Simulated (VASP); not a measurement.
# LiCl in VASP: notebook, part 2 of 2

VASP 6.6.1.

## Step 3: Single point, PBE

This run uses another cell than the first one, of 22.05 Å³/atom, 1.020 times its volume.

File INCAR:

```
PREC = Accurate ; ENCUT = 520
EDIFF = 1E-6 ; ISMEAR = -1
SIGMA = 0.05 ; LREAL = F
LASPH = T ; NELM = 100
ALGO = Normal ; ISIF = 2
LWAVE = F ; LCHARG = F
GGA = PE ; NBANDS = 18
```

File KPOINTS:

```
Automatic mesh
0
Gamma
  8 8 4
```

File POSCAR:

```
LiCl
1.0
    3.9765313182      0.0000000000      0.0000000000
   -1.9882656592      3.4437771406      0.0000000000
    0.0000000000      0.0000000000      6.4408174487
Cl Li
2 2
Direct
    0.3333333333      0.6666666667      0.9989840000
    0.6666666667      0.3333333333      0.4989840000
    0.3333333333      0.6666666667      0.3760170000
    0.6666666667      0.3333333333      0.8760170000
```

Potentials or basis: VASP PAW PBE potentials, release 64 (Cl, Li_sv).

The run is started by

```console
cat potpaw_PBE.64/Cl/POTCAR potpaw_PBE.64/Li_sv/POTCAR > POTCAR
mpirun -np 1 vasp_std > vasp.out
```

It took 19 s on 1 thread of Intel Xeon 6975P-C (Granite Rapids), shared host; peak memory 0.19 GiB.

Results (log left out):

| Quantity | Value |
| --- | --- |
| Free energy | -14.8572 eV |
| Largest force | 0.015 eV/Å |
| Band gap on the k mesh | 5.81 eV, direct |

Forces in eV/Å, atoms in the order of the input:
```
Cl   0.000  0.000 -0.015
Cl   0.000  0.000 -0.015
Li   0.000  0.000  0.015
Li   0.000  0.000  0.015
```

Levels at points of the mesh, in eV from the valence-band top:
```csv
k point,band 7,band 8,band 9,band 10,band 11,band 12,band 13,band 14
"(0.00, 0.00, 0.00)",-0.30,-0.02,-0.02,0.00,5.81,8.06,9.97,9.97
"(0.50, 0.00, 0.00)",-1.02,-0.77,-0.51,-0.27,7.79,7.96,8.94,10.24
"(0.00, 0.00, 0.50)",-0.16,-0.16,-0.16,-0.16,7.08,7.08,10.07,10.07
"(0.50, 0.00, 0.50)",-0.53,-0.53,-0.52,-0.52,7.36,7.36,9.86,9.86
```

Caveat: the cutoff is under 1.25 times the usual one of these potentials, so pressure, stress and relaxed cells hold a basis-set (Pulay) error. A k mesh can miss the band edges.

## Step 4: Single point, PBE

This run uses another cell than the first one, of 22.47 Å³/atom, 1.039 times its volume.

File INCAR:

```
SYSTEM = LiCl
PREC     = Accurate       ! precision mode
ENCUT    = 520            ! plane-wave cutoff, eV
EDIFF    = 1E-7           ! SCF threshold, eV
ISMEAR   = -1             ! smearing method
SIGMA    = 0.05           ! smearing width, eV
LREAL    = .False.        ! projectors in reciprocal space
LASPH    = .True.         ! aspherical terms in the spheres
NELM     = 60             ! most SCF steps
ALGO     = Normal         ! electronic algorithm
ISIF     = 2              ! what is computed and relaxed
LWAVE    = .False.        ! write WAVECAR
LCHARG   = .False.        ! write CHGCAR
GGA      = PE             ! functional
NBANDS   = 18             ! bands
```

File KPOINTS:

```
Automatic mesh
0
Gamma
  8 8 4
  0 0 0
```

File POSCAR:

```
LiCl
1.0
    4.0018602261      0.0000000000      0.0000000000
   -2.0009301131      3.4657126182      0.0000000000
    0.0000000000      0.0000000000      6.4818428698
Cl Li
2 2
Direct
    0.3333333333      0.6666666667      0.9989840000
    0.6666666667      0.3333333333      0.4989840000
    0.3333333333      0.6666666667      0.3760170000
    0.6666666667      0.3333333333      0.8760170000
```

The run is started by

```console
cat potpaw_PBE.64/Cl/POTCAR potpaw_PBE.64/Li_sv/POTCAR > POTCAR
mpirun -np 1 vasp_std > vasp.out
```

It took 22 s on 1 thread of Intel Xeon 6975P-C (Granite Rapids), shared host; peak memory 0.19 GiB.

Results (log left out):

```
Free energy            : -14.8440 eV
Largest force          : 0.014 eV/Å
Band gap on the k mesh : 5.75 eV, direct
```

Forces in eV/Å, atoms in the order of the input:
```
Cl   0.000  0.000 -0.014
Cl   0.000  0.000 -0.014
Li   0.000  0.000  0.014
Li   0.000  0.000  0.014
```

Levels at points of the mesh, in eV from the valence-band top:
```tsv
k point	band 7	band 8	band 9	band 10	band 11	band 12	band 13	band 14
(0.00, 0.00, 0.00)	-0.29	-0.02	-0.02	0.00	5.75	8.01	9.94	9.94
(0.50, 0.00, 0.00)	-0.99	-0.74	-0.49	-0.26	7.76	7.94	8.88	10.21
(0.00, 0.00, 0.50)	-0.16	-0.16	-0.16	-0.16	7.01	7.01	10.01	10.01
(0.50, 0.00, 0.50)	-0.52	-0.52	-0.50	-0.50	7.35	7.35	9.82	9.82
```

Caveat: the cutoff is under 1.25 times the usual one of these potentials, so pressure, stress and relaxed cells hold a basis-set (Pulay) error. A hybrid or GW would open this gap; PBE tends to underestimate it.

## Step 5: Single point, PBE (atoms moved at random)

File INCAR:

```
  PREC = Accurate
  ENCUT = 520
  EDIFF = 1E-6
  ISMEAR = -1
  SIGMA = 0.05
  LREAL = F
  LASPH = T
  NELM = 60
  ALGO = Normal
  ISIF = 2
  LWAVE = F
  LCHARG = F
  GGA = PE
  NBANDS = 18
```

File KPOINTS:

```
Automatic mesh
0
Gamma
  8 8 4
```

File POSCAR:

```
LiCl
1.0
    3.9248822083      0.0000000000      0.0000000000
   -1.9624411042      3.3990476993      0.0000000000
    0.0000000000      0.0000000000      6.3571610000
Cl Li
2 2
Direct
    0.3304220000      0.6781460000      1.0012790000
    0.6720110000      0.3454880000      0.4963610000
    0.3321100000      0.6592720000      0.3781030000
    0.6578610000      0.3249200000      0.8759210000
```

Potentials or basis: VASP PAW PBE potentials, release 64 (Cl, Li_sv).

The run is started by

```console
cat potpaw_PBE.64/Cl/POTCAR potpaw_PBE.64/Li_sv/POTCAR > POTCAR
mpirun -np 1 vasp_std > vasp.out
```

OUTCAR:

```text
PREC = Accurate
   ENCUT = 520
   EDIFF = 1E-6
   ISMEAR = -1
   LREAL = F
   LASPH = T
   NELM = 60
   ISIF = 2
   GGA = PE

 ion  position               nearest neighbor table
   1  0.330  0.678  0.001-   4 2.34   3 2.40   4 2.42   4 2.45
   2  0.672  0.345  0.496-   3 2.35   3 2.37   4 2.41   3 2.45
   3  0.332  0.659  0.378-   2 2.35   2 2.37   1 2.40   2 2.45
   4  0.658  0.325  0.876-   1 2.34   2 2.41   1 2.42   1 2.45

  LATTYP: Found a hexagonal cell.
 ALAT       =     3.9248822083
[... 694 lines left out ...]
     17      10.3692      0.00000
     18      11.1747      0.00000

 [... further k-points ...]
[... 5 lines left out ...]
  --------------------------------------------------------------------------------------
  -------------------------------------------------------------------------------------
  Total       -0.0881490     -0.0846413     -0.2423396      0.0080271     -0.1506161      0.0313269
  in kB       -1.6652549     -1.5989899     -4.5781267      0.1516435     -2.8453450      0.5918075
  external PRESSURE =      -2.6141238 kB  Pullay stress =       0.0000000 kB

 VOLUME and BASIS-vectors are now :
 -----------------------------------------------------------------------------
  energy-cutoff  :      520.00
  volume of cell :       84.81
      direct lattice vectors                 reciprocal lattice vectors
     3.924882208  0.000000000  0.000000000     0.254784716  0.147100025  0.000000000
    -1.962441104  3.399047699  0.000000000     0.000000000  0.294200049  0.000000000
     0.000000000  0.000000000  6.357161000     0.000000000  0.000000000  0.157302922

 POSITION                                       TOTAL-FORCE (eV/Angst)
 -----------------------------------------------------------------------------------
     -0.03395      2.30505      0.00813         0.032036     -0.138471     -0.060209
      1.95956      1.17433      3.15545         0.022104     -0.123649      0.073367
      0.00971      2.24090      2.40366        -0.034789      0.121743     -0.025569
      1.94439      1.10442      5.56837        -0.019352      0.140376      0.012411
 -----------------------------------------------------------------------------------
    total drift:                                0.000169      0.000001      0.000367

  FREE ENERGIE OF THE ION-ELECTRON SYSTEM (eV)
  ---------------------------------------------------
  free  energy   TOTEN  =       -14.8608528127 eV

  energy  without entropy=      -14.8608528127  energy(sigma->0) =      -14.86085281
```

OSZICAR:

```text
N       E                     dE             d eps       ncg     rms          rms(c)
DAV:   1     0.132526984039E+03    0.13253E+03   -0.88033E+03  4752   0.106E+03
DAV:   2     0.781792785291E+00   -0.13175E+03   -0.12651E+03  5796   0.234E+02
DAV:   3    -0.145268221238E+02   -0.15309E+02   -0.15237E+02  8230   0.687E+01
DAV:   4    -0.150580029293E+02   -0.53118E+00   -0.52891E+00  7044   0.139E+01
DAV:   5    -0.150926433590E+02   -0.34640E-01   -0.34632E-01  7428   0.297E+00    0.327E+00
DAV:   6    -0.148294837575E+02    0.26316E+00   -0.46590E-01  5686   0.317E+00    0.245E+00
DAV:   7    -0.148348019092E+02   -0.53182E-02   -0.15377E-01  6466   0.180E+00    0.149E+00
DAV:   8    -0.148593436331E+02   -0.24542E-01   -0.29360E-02  5220   0.110E+00    0.287E-01
DAV:   9    -0.148594757703E+02   -0.13214E-03   -0.12993E-03  7154   0.228E-01    0.941E-02
DAV:  10    -0.148608286654E+02   -0.13529E-02   -0.15745E-03  5088   0.225E-01    0.301E-02
DAV:  11    -0.148608416815E+02   -0.13016E-04   -0.27315E-05  6824   0.343E-02    0.700E-03
DAV:  12    -0.148608513674E+02   -0.96859E-05   -0.76100E-06  5190   0.170E-02    0.310E-03
DAV:  13    -0.148608527607E+02   -0.13933E-05   -0.15706E-06  5718   0.690E-03    0.110E-03
DAV:  14    -0.148608528127E+02   -0.52013E-07   -0.67115E-08  5070   0.190E-03
   1 F= -.14860853E+02 E0= -.14860853E+02  d E =-.931388E-11
```

stdout:

```text
POSCAR found type information on POSCAR ClLi
 POSCAR found :  2 types and       4 ions
 scaLAPACK will be used
 LDA part: xc-table for (Slater+PW92), standard interpolation
 POSCAR, INCAR and KPOINTS ok, starting setup
 FFT: planning ... GRIDC
 FFT: planning ... GRID_SOFT
 FFT: planning ... GRID
 WAVECAR not read
 entering main loop
```

Wall time 2.8 min (1 thread of Oxide Virtual Turin-like, shared host); peak memory 0.26 GiB.

Results:

```yaml
Free_energy: -14.8609 eV
Largest_force: 0.154 eV/Å
Band_gap_on_the_k_mesh: 5.91 eV, direct
```

Forces in eV/Å, atoms in the order of the input:
```
Cl   0.032 -0.138 -0.060
Cl   0.022 -0.124  0.073
Li  -0.035  0.122 -0.026
Li  -0.019  0.140  0.012
```

Caveat: the cell differs from its parent crystal (atoms moved at random); the cutoff is under 1.25 times the usual one of these potentials, so pressure, stress and relaxed cells hold a basis-set (Pulay) error. A k mesh can miss the band edges.

## Step 6: Summary

```tsv
cell	gap on the mesh (eV)	largest force (eV/Å)
a = 3.951, b = 3.951, c = 6.399 Å, angles 90.0, 90.0, 120.0°, 4 atoms	5.88	0.02
a = 3.977, b = 3.977, c = 6.441 Å, angles 90.0, 90.0, 120.0°, 4 atoms	5.81	0.01
a = 4.002, b = 4.002, c = 6.482 Å, angles 90.0, 90.0, 120.0°, 4 atoms	5.75	0.01
a = 3.925, b = 3.925, c = 6.357 Å, angles 90.0, 90.0, 120.0°, 4 atoms	5.91	0.15
```

Alike in all rows: task single point; level PBE; potentials or basis VASP PAW PBE potentials, release 64 (Cl, Li_sv); no spin polarisation; k mesh 8 × 8 × 4; cutoff (eV) 520; smearing fermi-dirac 0.05 eV.

Caveats: the cutoff is under 1.25 times the usual one of these potentials, so pressure, stress and relaxed cells hold a basis-set (Pulay) error.

Total energies depend on the potentials used, so only differences within one code and one set of settings carry meaning.
